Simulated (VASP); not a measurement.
BP: single point with r2SCAN

The system is BP.

```
CELL_PARAMETERS angstrom
2.22289 2.22289 0.00000
-2.22289 2.22289 0.00000
0.00000 2.22289 2.28686
ATOMIC_POSITIONS crystal
B 0.00000 0.00000 0.00000
P 0.75000 0.25000 0.50000
```

This cell differs from its parent crystal: film at in-plane strain -0.02.

- Program: VASP 6.6.1
- Task: single point
- Functional: r2SCAN
- Potentials or basis: VASP PAW PBE potentials, release 64 (B, P)
- Cutoff: 520 eV
- k mesh: 8 × 8 × 8
- Occupations: gaussian, width 0.01 eV
- Spin: no spin polarisation
- Dipole correction: no
- Further INCAR settings: ALGO = Normal; EDIFF = 1e-06; NBANDS = 11

```
Pressure               : 5.3 GPa
Band gap on the k mesh : 1.21 eV, indirect (least direct gap 3.54 eV)
```

Stress tensor (GPa, compression positive):
```
 8.19  0.00  0.00
 0.00  8.19  0.00
 0.00  0.00 -0.57
```

Levels at points of the mesh, in eV from the valence-band top:
```
           k point  band 1  band 2  band 3  band 4  band 5  band 6  band 7  band 8
(0.00, 0.00, 0.00)  -16.67   -0.31    0.00    0.00    3.54    3.54    3.71    8.43
(0.50, 0.00, 0.00)  -13.05   -9.85   -2.21   -1.81    4.07    4.97    5.10   10.95
(0.50, 0.50, 0.00)  -11.23   -9.32   -4.71   -4.65    1.26    1.63   12.90   13.60
(0.00, 0.00, 0.50)  -11.53   -9.59   -4.36   -4.36    1.59    2.07   13.30   13.30
```

Wall time 15 s on 1 thread of Intel(R) Xeon(R) 6975P-C (Granite Rapids) (shared host), peak memory 0.14 GiB.

Caveat: the cell differs from its parent crystal (film at in-plane strain -0.02); the PAW data sets were made with another functional, which shifts forces and pressure a little. A k mesh can miss the band edges.
